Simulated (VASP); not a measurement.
# ZnS (k07) (P6_3mc) in VASP: a series of runs

ZnS (k07) is run at these levels: PBEsol; tasks: single point, relaxation of cell and atoms.

Everything below comes from runs of VASP 6.6.1. Logs are shortened: lines on timing, memory, paths and dates and some standing lists are left out, and cuts for length are marked.

### Step 1. The cell of the first run

The structure is hexagonal, space group P6_3mc (No. 186). The conventional cell has a = 3.782 Å, b = 3.782 Å, c = 6.208 Å, α = 90.00°, β = 90.00°, γ = 120.00°. Within 3.1 Å of Zn (site symmetry 3m) lie 4 S at 2.32 Å. S (site symmetry 3m) has 4 Zn at 2.32 Å within 3.1 Å.

### Step 2. Single point, PBEsol

Contents of INCAR:

```
SYSTEM = ZnS
  PREC = Accurate
  ENCUT = 520
  EDIFF = 1E-6
  ISMEAR = 0
  SIGMA = 0.02
  LREAL = .False.
  LASPH = .True.
  NELM = 100
  ALGO = Normal
  ISIF = 2
  LWAVE = .False.
  LCHARG = .False.
  GGA = PS
  NBANDS = 26
```

Contents of KPOINTS:

```
Automatic mesh
0
Gamma
  12 12 6
  0 0 0
```

Contents of POSCAR:

```
ZnS
1.0
    3.7822342371      0.0000000000      0.0000000000
   -1.8911171185      3.2755109324      0.0000000000
    0.0000000000      0.0000000000      6.2081486873
Zn S
2 2
Direct
    0.3333333333      0.6666666667      0.0004286408
    0.6666666667      0.3333333333      0.5004286408
    0.3333333333      0.6666666667      0.3745713592
    0.6666666667      0.3333333333      0.8745713592
```

Potentials or basis: VASP PAW PBE potentials, release 64 (Zn, S).

Launch:

```
$ cat potpaw_PBE.64/Zn/POTCAR potpaw_PBE.64/S/POTCAR > POTCAR
$ mpirun -np 1 vasp_std > vasp.out
```

OUTCAR:

```text
SYSTEM = ZnS
   PREC = Accurate
   ENCUT = 520
   EDIFF = 1E-6
   ISMEAR = 0
   LREAL = .False.
   LASPH = .True.
   NELM = 100
   ISIF = 2
   GGA = PS

 ion  position               nearest neighbor table
   1  0.333  0.667  0.000-   4 2.32   4 2.32   4 2.32   3 2.32
   2  0.667  0.333  0.500-   3 2.32   3 2.32   3 2.32   4 2.32
   3  0.333  0.667  0.375-   2 2.32   2 2.32   2 2.32   1 2.32
   4  0.667  0.333  0.875-   1 2.32   1 2.32   1 2.32   2 2.32

  LATTYP: Found a hexagonal cell.
 ALAT       =     3.7822342371
 C/A-ratio  =     1.6413972002

  Lattice vectors:

 A1 = (   3.7822342371,   0.0000000000,   0.0000000000)
 A2 = (  -1.8911171185,   3.2755109324,   0.0000000000)
 A3 = (   0.0000000000,   0.0000000000,   6.2081486873)

Analysis of symmetry for initial positions (statically):
=====================================================================
 Subroutine PRICEL returns:
 Original cell was already a primitive cell.

 Routine SETGRP: Setting up the symmetry group for a
 hexagonal supercell.

 Subroutine GETGRP returns: Found 12 space group operations
 (whereof  6 operations were pure point group operations)
 out of a pool of 24 trial point group operations.

The static configuration has the point symmetry C_3v.
 The point group associated with its full space group is C_6v.

Analysis of symmetry for dynamics (positions and initial velocities):
=====================================================================
 Subroutine PRICEL returns:
 Original cell was already a primitive cell.

 Routine SETGRP: Setting up the symmetry group for a
 hexagonal supercell.

 Subroutine GETGRP returns: Found 12 space group operations
 (whereof  6 operations were pure point group operations)
 out of a pool of 24 trial point group operations.

The dynamic configuration has the point symmetry C_3v.
 The point group associated with its full space group is C_6v.

 Subroutine INISYM returns: Found 12 space group operations
 (whereof  6 operations are pure point group operations),
 and found     1 'primitive' translations

----------------------------------------------------------------------------------------

                                     Primitive cell

  volume of cell :      76.9112

  direct lattice vectors                    reciprocal lattice vectors
     3.782234237  0.000000000  0.000000000     0.264393990  0.152647941  0.000000000
    -1.891117118  3.275510932  0.000000000     0.000000000  0.305295882  0.000000000
     0.000000000  0.000000000  6.208148687     0.000000000  0.000000000  0.161078616

  length of vectors
     3.782234237  3.782234237  6.208148687     0.305295882  0.305295882  0.161078616

  position of ions in fractional coordinates (direct lattice)
     0.333333333  0.666666667  0.000428641
     0.666666667  0.333333333  0.500428641
     0.333333333  0.666666667  0.374571359
     0.666666667  0.333333333  0.874571359

  ion indices of the primitive-cell ions
   primitive index   ion index
                 1           1
                 2           2
                 3           3
                 4           4

----------------------------------------------------------------------------------------

 KPOINTS: Automatic mesh

Automatic generation of k-mesh.
 Grid dimensions read from file:
 generate k-points for:   12   12    6

 Generating k-lattice:

  Cartesian coordinates                     Fractional coordinates (reciprocal lattice)
     0.022032832  0.012720662  0.000000000     0.083333333 -0.000000000  0.000000000
     0.000000000  0.025441324  0.000000000     0.000000000  0.083333333  0.000000000
     0.000000000  0.000000000  0.026846436     0.000000000  0.000000000  0.166666667

  Length of vectors
     0.025441324  0.025441324  0.026846436

  Shift w.r.t. Gamma in fractional coordinates (k-lattice)
     0.000000000  0.000000000  0.000000000

 Subroutine IBZKPT returns following result:
 ===========================================

 Found     76 irreducible k-points:

 Following reciprocal coordinates:
            Coordinates               Weight
  0.000000  0.000000  0.000000      1.000000
  0.083333  0.000000  0.000000      6.000000
  0.166667  0.000000  0.000000      6.000000
  0.250000  0.000000  0.000000      6.000000
  0.333333  0.000000  0.000000      6.000000
  0.416667  0.000000  0.000000      6.000000
[... 16 lines left out ...]
  0.250000  0.000000  0.166667     12.000000
  0.333333  0.000000  0.166667     12.000000
 [... further k-points ...]
   k-points           NKPTS =     76   k-points in BZ     NKDIM =     76   number of bands    NBANDS=     26
   number of dos      NEDOS =    301   number of ions     NIONS =      4
   total plane-waves  NPLWV =  37632
   dimension x,y,z NGX =    28 NGY =   28 NGZ =   48
   dimension x,y,z NGXF=    56 NGYF=   56 NGZF=   96
   ions per type =               2   2
   NGX,Y,Z   is equivalent  to a cutoff of  12.31, 12.31, 12.85 a.u.
   NGXF,Y,Z  is equivalent  to a cutoff of  24.61, 24.61, 25.71 a.u.
 SYSTEM =  ZnS
   PREC   = accura    normal or accurate (medium, high low for compatibility)
   ISTART =      0    job   : 0-new  1-cont  2-samecut
   ICHARG =      2    charge: 1-file 2-atom 10-const
   ISPIN  =      1    spin polarized calculation?
   LNONCOLLINEAR =      F non collinear calculations
   LSORBIT =      F    spin-orbit coupling
   LASPH  =      T    aspherical Exc in radial PAW
   ENCUT  =  520.0 eV  38.22 Ry    6.18 a.u.   7.03  7.03 11.54*2*pi/ulx,y,z
   NELM   =    100;   NELMIN=  2; NELMDL= -5     # of ELM steps
   EDIFF  = 0.1E-05   stopping-criterion for ELM
   LREAL  =      F    real-space projection
   EDIFFG = 0.1E-04   stopping-criterion for IOM
   NSW    =      0    number of steps for IOM
   IBRION =     -1    ionic relax: 0-MD 1-quasi-New 2-CG
   NFREE  =      0    steps in history (QN), initial steepest desc. (CG)
   ISIF   =      2    stress and relaxation
   ISYM   =      2    0-nonsym 1-usesym 2-fastsym
   POTIM  = 0.5000    time-step for ionic-motion
   TEBEG  =    0.0;   TEEND  =   0.0 temperature during run
   PSTRESS=    0.0 pullay stress
   NELECT =      36.0000    total number of electrons
   NUPDOWN=      -1.0000    fix difference up-down
   EMIN   =  10.00;   EMAX   =-10.00  energy-range for DOS
   EFERMI =   0.00;   METHOD = LEGACY
   ISMEAR =     0;   SIGMA  =   0.02  broadening in eV -4-tet -1-fermi 0-gaus
   EFERMI_NEDOS =   21; number of points for ismear=-14 and -15
   IALGO  =     38    algorithm
   IMIX   =      4    mixing-type and parameters
     AMIX     =   0.40;   BMIX     =  1.00
     AMIX_MAG =   1.60;   BMIX_MAG =  1.00
  volume/ion in A,a.u.               =      19.23       129.76
  Fermi-wavevector in a.u.,A,eV,Ry     =   1.271098  2.402027 21.982809  1.615691
  Thomas-Fermi vector in A             =   2.404050
   LORBIT       =      0    0 simple, 1 ext, 2 COOP (PROOUT), +10 PAW based schemes
   GGA     = PS    functional components
   LHFCALC =     F    Hartree Fock is set to
   AEXX    =    0.0000 exact exchange contribution
   IVDW    =     0    specifies the selected vdW correction
   LEPSILON=     F    determine dielectric tensor
   LRPA    =     F    only Hartree local field effects (RPA)
 non-spin polarized calculation
 Gauss-broadening in eV      SIGMA  =   0.02
  energy-cutoff  :      520.00
  volume of cell :       76.91
 maximum number of plane-waves:      2086
   NGX = 15   NGY = 15   NGZ = 23

 number of electron      35.9999970 magnetization

 Free energy of the ion-electron system (eV)
  ---------------------------------------------------
  ext. energy  EPLUGINS =         0.00000000
  ---------------------------------------------------
  free energy    TOTEN  =       -15.16740671 eV

  energy without entropy =      -15.16740671  energy(sigma->0) =      -15.16740671

 E-fermi :   2.4133     XC(G=0):  -9.9641

 val. band max:        2.2765606058   @ k =   0.0000   0.0000   0.0000
 cond. band min:       4.4367857606   @ k =   0.0000   0.0000   0.0000
 fundamental gap:      2.1602251548
 Fermi energy:         2.4132768315

 k-point     1 :       0.0000    0.0000    0.0000
  band No.  band energies     occupation
      1     -11.0901      2.00000
      2     -10.0937      2.00000
      3      -4.2120      2.00000
      4      -4.1953      2.00000
      5      -4.1953      2.00000
      6      -4.1096      2.00000
[... 18 lines left out ...]
     25       9.9049      0.00000
     26      11.4741      0.00000

 k-point     2 :       0.0833    0.0000    0.0000
  band No.  band energies     occupation
      1     -11.0402      2.00000
      2     -10.0653      2.00000
      3      -4.2074      2.00000
      4      -4.1946      2.00000
      5      -4.1853      2.00000
      6      -4.1055      2.00000
[... 18 lines left out ...]
     25      10.1267      0.00000
     26      11.1493      0.00000

 k-point     3 :       0.1667    0.0000    0.0000
  band No.  band energies     occupation
      1     -10.8970      2.00000
      2      -9.9882      2.00000
      3      -4.2153      2.00000
      4      -4.1730      2.00000
      5      -4.1594      2.00000
      6      -4.0873      2.00000
[... 18 lines left out ...]
     25      10.4295      0.00000
     26      10.7373      0.00000

 k-point     4 :       0.2500    0.0000    0.0000
  band No.  band energies     occupation
      1     -10.6811      2.00000
      2      -9.8868      2.00000
      3      -4.2226      2.00000
      4      -4.1464      2.00000
      5      -4.1288      2.00000
      6      -4.0402      2.00000
[... 18 lines left out ...]
     25      10.7358      0.00000
     26      11.0676      0.00000
[... 496 lines left out ...]
      1     -10.8441      2.00000
      2     -10.0589      2.00000
      3      -4.2249      2.00000
      4      -4.1689      2.00000
      5      -4.1542      2.00000
      6      -4.0982      2.00000
[... 18 lines left out ...]
     25      10.5462      0.00000
     26      10.7001      0.00000

 k-point    23 :       0.2500    0.0000    0.1667
  band No.  band energies     occupation
      1     -10.6333      2.00000
      2      -9.9461      2.00000
      3      -4.2316      2.00000
      4      -4.1507      2.00000
      5      -4.1214      2.00000
      6      -4.0490      2.00000
[... 18 lines left out ...]
     25      10.8434      0.00000
     26      11.3547      0.00000

 k-point    24 :       0.3333    0.0000    0.1667
  band No.  band energies     occupation
      1     -10.3905      2.00000
      2      -9.8428      2.00000
      3      -4.2260      2.00000
      4      -4.1292      2.00000
      5      -4.0946      2.00000
      6      -3.9656      2.00000
[... 18 lines left out ...]
     25      11.0172      0.00000
     26      12.0741      0.00000

 [... further k-points ...]
[... 5 lines left out ...]
  --------------------------------------------------------------------------------------
  -------------------------------------------------------------------------------------
  Total        0.1070584      0.1070584      0.1143976      0.0000000      0.0000000      0.0000000
  in kB        2.2301895      2.2301895      2.3830765      0.0000000      0.0000000      0.0000000
  external PRESSURE =       2.2811518 kB  Pullay stress =       0.0000000 kB

 VOLUME and BASIS-vectors are now :
 -----------------------------------------------------------------------------
  energy-cutoff  :      520.00
  volume of cell :       76.91
      direct lattice vectors                 reciprocal lattice vectors
     3.782234237  0.000000000  0.000000000     0.264393990  0.152647941  0.000000000
    -1.891117118  3.275510932  0.000000000     0.000000000  0.305295882  0.000000000
     0.000000000  0.000000000  6.208148687     0.000000000  0.000000000  0.161078616

 POSITION                                       TOTAL-FORCE (eV/Angst)
 -----------------------------------------------------------------------------------
     -0.00000      2.18367      0.00266        -0.000000      0.000000     -0.000271
      1.89112      1.09184      3.10674         0.000000      0.000000     -0.000271
     -0.00000      2.18367      2.32539         0.000000      0.000000      0.000271
      1.89112      1.09184      5.42947         0.000000      0.000000      0.000271
 -----------------------------------------------------------------------------------
    total drift:                               -0.000001     -0.000001      0.000955

  FREE ENERGIE OF THE ION-ELECTRON SYSTEM (eV)
  ---------------------------------------------------
  free  energy   TOTEN  =       -15.1674067069 eV

  energy  without entropy=      -15.1674067069  energy(sigma->0) =      -15.16740671
```

It took 51 s on 1 thread of AMD EPYC 9R45 (Zen 5), shared host; peak memory 0.24 GiB.

Results:

```yaml
Free_energy: -15.1674 eV
Pressure: 0.2 GPa
Band_gap_on_the_k_mesh: 2.16 eV, direct
```

Levels at points of the mesh, in eV from the valence-band top:
```
           k point  band 16  band 17  band 18  band 19  band 20  band 21
(0.00, 0.00, 0.00)    -0.09     0.00     0.00     2.16     3.03     6.21
(0.50, 0.00, 0.00)    -2.35    -1.79    -0.93     3.52     4.21     4.96
(0.00, 0.00, 0.50)    -0.49    -0.49    -0.49     3.51     3.51     6.67
(0.50, 0.00, 0.50)    -1.72    -1.69    -1.69     3.41     3.41     5.10
```

Caveat: the PAW data sets were made with another functional, which shifts forces and pressure a little.

(Continued in part 2 of 2.)
